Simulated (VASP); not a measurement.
# GaSb3 (Cmmm) in VASP: a series of runs

Runs on GaSb3. Level: PBE. Tasks: single point, relaxation of cell and atoms.

All numbers are computed with VASP 6.6.1; they aren't measurements. Logs are shortened: lines on timing, memory, paths and dates and some standing lists are left out, and cuts for length are marked.

## 1. The cell of the first run

The structure is orthorhombic, space group Cmmm (No. 65). The conventional cell has a = 6.107 Å, b = 6.247 Å, c = 5.633 Å, α = 90.00°, β = 90.00°, γ = 90.00°. Ga (site symmetry mmm) has 8 Sb at 3.05 to 3.20 Å within 4.0 Å. Sb (site symmetry m2m) has 6 Sb at 3.02 to 3.25 Å and 2 Ga at 3.20 Å within 4.0 Å. Within 4.0 Å of Sb (site symmetry mmm) lie 4 Ga at 3.05 to 3.12 Å and 4 Sb at 3.25 Å.

The cell was built from a structure type or drawn by symmetry, and may not be a known phase.

## 2. Single point, PBE

Input file INCAR:

```
SYSTEM = GaSb3
  ALGO = Normal
  EDIFF = 1E-6
  ENCUT = 520
  GGA = PE
  ISIF = 2
  ISMEAR = 0
  LASPH = .TRUE.
  LCHARG = .FALSE.
  LREAL = .FALSE.
  LWAVE = .FALSE.
  NBANDS = 22
  NELM = 60
  PREC = Accurate
  SIGMA = 0.1
```

Input file KPOINTS:

```
k-points
0
G
  4 4 4
  0 0 0
```

Input file POSCAR:

```
GaSb3
1.0
    3.0534335216     -3.1234295478      0.0000000000
    3.0534335216      3.1234295478      0.0000000000
    0.0000000000      0.0000000000      5.6333190040
Ga Sb
1 3
Direct
    0.5000000000      0.5000000000      0.0000000000
    0.7417158801      0.2582841199      0.5000000000
    0.2582841199      0.7417158801      0.5000000000
    0.0000000000      0.0000000000      0.0000000000
```

Potentials or basis: VASP PAW PBE potentials, release 64 (Ga_d, Sb).

The run is started by

```
$ cat potpaw_PBE.64/Ga_d/POTCAR potpaw_PBE.64/Sb/POTCAR > POTCAR
$ mpirun -np 1 vasp_std > vasp.out
```

OUTCAR:

```text
SYSTEM = GaSb3
   EDIFF = 1E-6
   ENCUT = 520
   GGA = PE
   ISIF = 2
   ISMEAR = 0
   LASPH = .TRUE.
   LREAL = .FALSE.
   NELM = 60
   PREC = Accurate

 ion  position               nearest neighbor table
   1  0.500  0.500  0.000-   4 3.05   4 3.05   4 3.12   4 3.12   3 3.20   3 3.20   2 3.20   2 3.20

   2  0.742  0.258  0.500-   3 3.02   3 3.06   3 3.06   1 3.20   1 3.20   3 3.23   4 3.25   4 3.25

   3  0.258  0.742  0.500-   2 3.02   2 3.06   2 3.06   1 3.20   1 3.20   2 3.23   4 3.25   4 3.25

   4  0.000  0.000  0.000-   1 3.05   1 3.05   1 3.12   1 3.12   3 3.25   2 3.25   3 3.25   2 3.25

  LATTYP: Found a base centered orthorhombic cell.
 ALAT       =     6.1068670432
 B/A-ratio  =     1.0229237105
 C/A-ratio  =     0.9224564681

  Lattice vectors:

 A1 = (   3.0534335216,  -3.1234295478,   0.0000000000)
 A2 = (   3.0534335216,   3.1234295478,   0.0000000000)
 A3 = (   0.0000000000,   0.0000000000,   5.6333190040)

Analysis of symmetry for initial positions (statically):
=====================================================================
 Subroutine PRICEL returns:
 Original cell was already a primitive cell.

 Routine SETGRP: Setting up the symmetry group for a
 base centered orthorhombic supercell.

 Subroutine GETGRP returns: Found  8 space group operations
 (whereof  8 operations were pure point group operations)
 out of a pool of  8 trial point group operations.

The static configuration has the point symmetry D_2h.

Analysis of symmetry for dynamics (positions and initial velocities):
=====================================================================
 Subroutine PRICEL returns:
 Original cell was already a primitive cell.

 Routine SETGRP: Setting up the symmetry group for a
 base centered orthorhombic supercell.

 Subroutine GETGRP returns: Found  8 space group operations
 (whereof  8 operations were pure point group operations)
 out of a pool of  8 trial point group operations.

The dynamic configuration has the point symmetry D_2h.

 Subroutine INISYM returns: Found  8 space group operations
 (whereof  8 operations are pure point group operations),
 and found     1 'primitive' translations

[... 87 lines left out ...]
   ICHARG =      2    charge: 1-file 2-atom 10-const
   ISPIN  =      1    spin polarized calculation?
   LNONCOLLINEAR =      F non collinear calculations
   LSORBIT =      F    spin-orbit coupling
   LASPH  =      T    aspherical Exc in radial PAW
   ENCUT  =  520.0 eV  38.22 Ry    6.18 a.u.   8.12  8.12 10.47*2*pi/ulx,y,z
   NELM   =     60;   NELMIN=  2; NELMDL= -5     # of ELM steps
   EDIFF  = 0.1E-05   stopping-criterion for ELM
   LREAL  =      F    real-space projection
   EDIFFG = 0.1E-04   stopping-criterion for IOM
   NSW    =      0    number of steps for IOM
   IBRION =     -1    ionic relax: 0-MD 1-quasi-New 2-CG
   NFREE  =      0    steps in history (QN), initial steepest desc. (CG)
   ISIF   =      2    stress and relaxation
   ISYM   =      2    0-nonsym 1-usesym 2-fastsym
   POTIM  = 0.5000    time-step for ionic-motion
   TEBEG  =    0.0;   TEEND  =   0.0 temperature during run
   PSTRESS=    0.0 pullay stress
   NELECT =      28.0000    total number of electrons
   NUPDOWN=      -1.0000    fix difference up-down
   EMIN   =  10.00;   EMAX   =-10.00  energy-range for DOS
   EFERMI =   0.00;   METHOD = LEGACY
   ISMEAR =     0;   SIGMA  =   0.10  broadening in eV -4-tet -1-fermi 0-gaus
   EFERMI_NEDOS =   21; number of points for ismear=-14 and -15
   IALGO  =     38    algorithm
   IMIX   =      4    mixing-type and parameters
     AMIX     =   0.40;   BMIX     =  1.00
     AMIX_MAG =   1.60;   BMIX_MAG =  1.00
  volume/ion in A,a.u.               =      26.86       181.28
  Fermi-wavevector in a.u.,A,eV,Ry     =   1.045657  1.976006 14.876596  1.093399
  Thomas-Fermi vector in A             =   2.180462
   LORBIT       =      0    0 simple, 1 ext, 2 COOP (PROOUT), +10 PAW based schemes
   GGA     = PE    functional components
   LHFCALC =     F    Hartree Fock is set to
   AEXX    =    0.0000 exact exchange contribution
   IVDW    =     0    specifies the selected vdW correction
   LEPSILON=     F    determine dielectric tensor
   LRPA    =     F    only Hartree local field effects (RPA)
 non-spin polarized calculation
 Gauss-broadening in eV      SIGMA  =   0.10
  energy-cutoff  :      520.00
  volume of cell :      107.45
 maximum number of plane-waves:      2914
   NGX = 17   NGY = 17   NGZ = 21

 number of electron      28.0000017 magnetization

 Free energy of the ion-electron system (eV)
  ---------------------------------------------------
  ext. energy  EPLUGINS =         0.00000000
  ---------------------------------------------------
  free energy    TOTEN  =       -14.91330547 eV

  energy without entropy =      -14.89504012  energy(sigma->0) =      -14.90417280

 E-fermi :   6.8928     XC(G=0):  -9.9605

 val. band max:        6.8696396032   @ k =   0.2500   0.0000   0.0000
 cond. band min:       6.9009331173   @ k =   0.2500   0.0000   0.2500
 fundamental gap:      0.0312935141
 Fermi energy:         6.8928029590

 k-point     1 :       0.0000    0.0000    0.0000
  band No.  band energies     occupation
      1      -7.8375      2.00000
      2      -7.8201      2.00000
      3      -7.7930      2.00000
      4      -7.7883      2.00000
      5      -7.7859      2.00000
      6      -5.3522      2.00000
[... 514 lines left out ...]
     21      13.3477      0.00000
     22      13.4606      0.00000

------------------------ aborting loop because EDIFF is reached ----------------------------------------

  FORCE on cell =-STRESS in cart. coord.  units (eV):
  Direction    XX          YY          ZZ          XY          YZ          ZX
  --------------------------------------------------------------------------------------
  -------------------------------------------------------------------------------------
  Total        0.1101960      0.0295790     -0.1637595      0.0000000      0.0000000      0.0000000
  in kB        1.6430915      0.4410423     -2.4417580      0.0000000      0.0000000      0.0000000
  external PRESSURE =      -0.1192081 kB  Pullay stress =       0.0000000 kB

 VOLUME and BASIS-vectors are now :
 -----------------------------------------------------------------------------
  energy-cutoff  :      520.00
  volume of cell :      107.45
      direct lattice vectors                 reciprocal lattice vectors
     3.053433522 -3.123429548  0.000000000     0.163750085 -0.160080448  0.000000000
     3.053433522  3.123429548  0.000000000     0.163750085  0.160080448  0.000000000
     0.000000000  0.000000000  5.633319004     0.000000000  0.000000000  0.177515244

 POSITION                                       TOTAL-FORCE (eV/Angst)
 -----------------------------------------------------------------------------------
      3.05343      0.00000      0.00000         0.000000     -0.000000      0.000000
      3.05343     -1.50997      2.81666         0.000000      0.004677      0.000000
      3.05343      1.50997      2.81666         0.000000     -0.004677     -0.000000
      0.00000      0.00000      0.00000         0.000000      0.000000      0.000000
 -----------------------------------------------------------------------------------
    total drift:                               -0.000000     -0.000000     -0.000000

  FREE ENERGIE OF THE ION-ELECTRON SYSTEM (eV)
  ---------------------------------------------------
  free  energy   TOTEN  =       -14.9133054714 eV

  energy  without entropy=      -14.8950401199  energy(sigma->0) =      -14.90417280
```

OSZICAR:

```text
N       E                     dE             d eps       ncg     rms          rms(c)
DAV:   1     0.164959796478E+03    0.16496E+03   -0.11312E+04   924   0.131E+03
DAV:   2     0.109307609185E+01   -0.16387E+03   -0.15737E+03  1012   0.316E+02
DAV:   3    -0.144527983465E+02   -0.15546E+02   -0.15077E+02  1124   0.816E+01
DAV:   4    -0.149207716438E+02   -0.46797E+00   -0.46555E+00  1116   0.151E+01
DAV:   5    -0.149330474470E+02   -0.12276E-01   -0.12272E-01  1202   0.242E+00    0.349E+00
DAV:   6    -0.149157942275E+02    0.17253E-01   -0.42627E-02  1260   0.179E+00    0.201E+00
DAV:   7    -0.149131188861E+02    0.26753E-02   -0.25978E-02  1134   0.118E+00    0.196E-01
DAV:   8    -0.149132638447E+02   -0.14496E-03   -0.25667E-03  1068   0.417E-01    0.747E-02
DAV:   9    -0.149132875198E+02   -0.23675E-04   -0.22237E-04  1178   0.116E-01    0.313E-02
DAV:  10    -0.149133056587E+02   -0.18139E-04   -0.38745E-05  1056   0.419E-02    0.109E-02
DAV:  11    -0.149133054714E+02    0.18725E-06   -0.33746E-06  1042   0.109E-02
   1 F= -.14913305E+02 E0= -.14904173E+02  d E =-.182654E-01
```

Wall time 14 s (1 thread of Intel Xeon 6975P-C (Granite Rapids), shared host); peak memory 0.22 GiB.

Results:

* Free energy: -14.9133 eV
* Pressure: 0.0 GPa
* Largest force: 0.005 eV/Å
* Band gap on the k mesh: zero (bands 14 and 15 overlap by 3.04 eV)

Forces in eV/Å, atoms in the order of the input:
```
Ga   0.000  0.000  0.000
Sb   0.000  0.005  0.000
Sb   0.000 -0.005  0.000
Sb   0.000  0.000  0.000
```

Caveat: spin-orbit coupling is left out, which moves the levels of the heavy elements.

## 3. Single point, PBE

This run uses another cell than the first one, of 33.44 Å³/atom.

Input file INCAR:

```
PREC = Accurate
ENCUT = 520
EDIFF = 1E-7
ISMEAR = 0
SIGMA = 0.1
LREAL = F
LASPH = T
NELM = 100
ALGO = Normal
ISIF = 2
LWAVE = F
LCHARG = F
GGA = PE
NBANDS = 22
```

Input file KPOINTS:

```
regular mesh
0
Gamma
  4 4 4
```

Input file POSCAR:

```
GaSb3
1.0
    3.1437581100     -3.2138162800      0.0000000000
    3.1437581100      3.2138162800      0.0000000000
    0.0000000000      0.0000000000      6.6203402600
Ga Sb
1 3
Direct
    0.5000000000      0.5000000000      0.0000000000
    0.7301653000      0.2698347000      0.5000000000
    0.2698347000      0.7301653000      0.5000000000
    0.0000000000      0.0000000000      0.0000000000
```

Potentials or basis: VASP PAW PBE potentials, release 64 (Ga_d, Sb).

The run is started by

```
$ cat potpaw_PBE.64/Ga_d/POTCAR potpaw_PBE.64/Sb/POTCAR > POTCAR
$ mpirun -np 1 vasp_std > vasp.out
```

OUTCAR:

```text
PREC = Accurate
   ENCUT = 520
   EDIFF = 1E-7
   ISMEAR = 0
   LREAL = F
   LASPH = T
   NELM = 100
   ISIF = 2
   GGA = PE

 ion  position               nearest neighbor table
   1  0.500  0.500  0.000-   4 3.14   4 3.14   4 3.21   4 3.21
   2  0.730  0.270  0.500-   3 2.96   3 3.15   3 3.15   3 3.47   4 3.74   4 3.74
   3  0.270  0.730  0.500-   2 2.96   2 3.15   2 3.15   2 3.47   4 3.74   4 3.74
   4  0.000  0.000  0.000-   1 3.14   1 3.14   1 3.21   1 3.21   3 3.74   2 3.74   3 3.74   2 3.74

  LATTYP: Found a base centered orthorhombic cell.
 ALAT       =     6.2875162200
 B/A-ratio  =     1.0222848475
 C/A-ratio  =     1.0529341044

  Lattice vectors:

 A1 = (   3.1437581100,  -3.2138162800,   0.0000000000)
 A2 = (   3.1437581100,   3.2138162800,   0.0000000000)
 A3 = (   0.0000000000,   0.0000000000,   6.6203402600)

Analysis of symmetry for initial positions (statically):
=====================================================================
 Subroutine PRICEL returns:
 Original cell was already a primitive cell.

 Routine SETGRP: Setting up the symmetry group for a
 base centered orthorhombic supercell.

 Subroutine GETGRP returns: Found  8 space group operations
 (whereof  8 operations were pure point group operations)
 out of a pool of  8 trial point group operations.

The static configuration has the point symmetry D_2h.

Analysis of symmetry for dynamics (positions and initial velocities):
=====================================================================
 Subroutine PRICEL returns:
 Original cell was already a primitive cell.

 Routine SETGRP: Setting up the symmetry group for a
 base centered orthorhombic supercell.

 Subroutine GETGRP returns: Found  8 space group operations
 (whereof  8 operations were pure point group operations)
[... 118 lines left out ...]
   EFERMI_NEDOS =   21; number of points for ismear=-14 and -15
   IALGO  =     38    algorithm
   IMIX   =      4    mixing-type and parameters
     AMIX     =   0.40;   BMIX     =  1.00
     AMIX_MAG =   1.60;   BMIX_MAG =  1.00
  volume/ion in A,a.u.               =      33.44       225.69
  Fermi-wavevector in a.u.,A,eV,Ry     =   0.972002  1.836818 12.854631  0.944789
  Thomas-Fermi vector in A             =   2.102266
   LORBIT       =      0    0 simple, 1 ext, 2 COOP (PROOUT), +10 PAW based schemes
   GGA     = PE    functional components
   LHFCALC =     F    Hartree Fock is set to
   AEXX    =    0.0000 exact exchange contribution
   IVDW    =     0    specifies the selected vdW correction
   LEPSILON=     F    determine dielectric tensor
   LRPA    =     F    only Hartree local field effects (RPA)
 non-spin polarized calculation
 Gauss-broadening in eV      SIGMA  =   0.10
  energy-cutoff  :      520.00
  volume of cell :      133.78
 maximum number of plane-waves:      3620
 NGX is ok and might be reduce to    36
   NGX = 17   NGY = 17   NGZ = 25

 number of electron      27.9999992 magnetization

 Free energy of the ion-electron system (eV)
  ---------------------------------------------------
  ext. energy  EPLUGINS =         0.00000000
  ---------------------------------------------------
  free energy    TOTEN  =       -14.15582813 eV

  energy without entropy =      -14.13732484  energy(sigma->0) =      -14.14657648

 E-fermi :   4.5791     XC(G=0):  -8.9971

 val. band max:        4.5572900690   @ k =   0.2500   0.0000   0.5000
 cond. band min:       4.5873079429   @ k =   0.2500   0.2500   0.0000
 fundamental gap:      0.0300178739
 Fermi energy:         4.5791151006

 k-point     1 :       0.0000    0.0000    0.0000
  band No.  band energies     occupation
      1     -10.1669      2.00000
      2     -10.1486      2.00000
      3     -10.1301      2.00000
      4     -10.1155      2.00000
      5     -10.1115      2.00000
      6      -6.4357      2.00000
[... 514 lines left out ...]
     21      10.3193      0.00000
     22      10.4004      0.00000

------------------------ aborting loop because EDIFF is reached ----------------------------------------

  FORCE on cell =-STRESS in cart. coord.  units (eV):
  Direction    XX          YY          ZZ          XY          YZ          ZX
  --------------------------------------------------------------------------------------
  -------------------------------------------------------------------------------------
  Total       -3.0411124     -5.1291272     -6.2829539     -0.0000000      0.0000000      0.0000000
  in kB      -36.4218981    -61.4290179    -75.2478296     -0.0000000      0.0000000      0.0000000
  external PRESSURE =     -57.6995819 kB  Pullay stress =       0.0000000 kB

 VOLUME and BASIS-vectors are now :
 -----------------------------------------------------------------------------
  energy-cutoff  :      520.00
  volume of cell :      133.78
      direct lattice vectors                 reciprocal lattice vectors
     3.143758110 -3.213816280  0.000000000     0.159045315 -0.155578277  0.000000000
     3.143758110  3.213816280  0.000000000     0.159045315  0.155578277  0.000000000
     0.000000000  0.000000000  6.620340260     0.000000000  0.000000000  0.151049638

 POSITION                                       TOTAL-FORCE (eV/Angst)
 -----------------------------------------------------------------------------------
      3.14376      0.00000      0.00000         0.000000      0.000000     -0.000000
      3.14376     -1.47942      3.31017        -0.000000      0.299400     -0.000000
      3.14376      1.47942      3.31017        -0.000000     -0.299400      0.000000
      0.00000      0.00000      0.00000        -0.000000      0.000000     -0.000000
 -----------------------------------------------------------------------------------
    total drift:                                0.000000      0.000000      0.000000

  FREE ENERGIE OF THE ION-ELECTRON SYSTEM (eV)
  ---------------------------------------------------
  free  energy   TOTEN  =       -14.1558281289 eV

  energy  without entropy=      -14.1373248351  energy(sigma->0) =      -14.14657648
```

OSZICAR:

```text
N       E                     dE             d eps       ncg     rms          rms(c)
DAV:   1     0.149583404107E+03    0.14958E+03   -0.11109E+04   930   0.121E+03
DAV:   2     0.456923008223E-01   -0.14954E+03   -0.14410E+03  1052   0.290E+02
DAV:   3    -0.137741113410E+02   -0.13820E+02   -0.13565E+02  1114   0.774E+01
DAV:   4    -0.141656045942E+02   -0.39149E+00   -0.39010E+00  1090   0.141E+01
DAV:   5    -0.141761393566E+02   -0.10535E-01   -0.10533E-01  1232   0.223E+00    0.268E+00
DAV:   6    -0.141594517540E+02    0.16688E-01   -0.41003E-02  1228   0.182E+00    0.149E+00
DAV:   7    -0.141554019202E+02    0.40498E-02   -0.27523E-02  1056   0.103E+00    0.143E-01
DAV:   8    -0.141557436421E+02   -0.34172E-03   -0.27665E-03  1128   0.442E-01    0.676E-02
DAV:   9    -0.141558175108E+02   -0.73869E-04   -0.14702E-04  1132   0.787E-02    0.218E-02
DAV:  10    -0.141558287961E+02   -0.11285E-04   -0.21961E-05  1146   0.249E-02    0.627E-03
DAV:  11    -0.141558284798E+02    0.31627E-06   -0.25947E-06  1112   0.925E-03    0.283E-03
DAV:  12    -0.141558281647E+02    0.31510E-06   -0.62949E-07  1122   0.534E-03    0.947E-04
DAV:  13    -0.141558281289E+02    0.35865E-07   -0.55262E-08   672   0.133E-03
   1 F= -.14155828E+02 E0= -.14146576E+02  d E =-.185033E-01
```

Run time: 25 s. Hardware: 1 thread of Intel Xeon 6975P-C (Granite Rapids), shared host; peak memory 0.26 GiB.

Results:

```
Free energy            : -14.1558 eV
Pressure               : -5.8 GPa
Largest force          : 0.299 eV/Å
Band gap on the k mesh : zero (bands 14 and 15 overlap by 1.64 eV)
```

Forces in eV/Å, atoms in the order of the input:
```
Ga   0.000  0.000  0.000
Sb   0.000  0.299  0.000
Sb   0.000 -0.299  0.000
Sb   0.000  0.000  0.000
```

Stress tensor (GPa, compression positive):
```
-3.64  0.00  0.00
 0.00 -6.14  0.00
 0.00  0.00 -7.52
```

Caveat: the cell stands under tension; spin-orbit coupling is left out, which moves the levels of the heavy elements.

(Part 1 of 2 ends here.)
